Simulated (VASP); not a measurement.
Input of a VASP 6.6.1 run:

INCAR

```
SYSTEM = BN
  ALGO = Normal
  EDIFF = 1E-6
  ENCUT = 520
  GGA = PE
  ISIF = 2
  ISMEAR = 0
  LASPH = .TRUE.
  LCHARG = .TRUE.
  LELF = .TRUE.
  LREAL = .FALSE.
  LVHAR = .TRUE.
  LWAVE = .FALSE.
  NBANDS = 11
  NELM = 60
  PREC = Accurate
  SIGMA = 0.02
```

File KPOINTS:

```
k-points
0
G
  12 12 12
  0 0 0
```

The input POSCAR:

```
BN
1.0
    0.0000000000      1.8478860751      1.8478860751
    1.8478860751      0.0000000000      1.8478860751
    1.8478860751      1.8478860751      0.0000000000
B N
1 1
Direct
    0.2500000000      0.2500000000      0.2500000000
    0.5000000000      0.5000000000      0.5000000000
```

Potentials or basis: VASP PAW PBE potentials, release 64 (B, N).

Run with:

```console
$ cat potpaw_PBE.64/B/POTCAR potpaw_PBE.64/N/POTCAR > POTCAR
$ mpirun -np 1 vasp_std > vasp.out
```

Predict the band gap on the k mesh.

4.39 eV, indirect (least direct gap 8.50 eV).

What does it give for the pressure?

-19.4 GPa.

 A k mesh can miss the band edges.
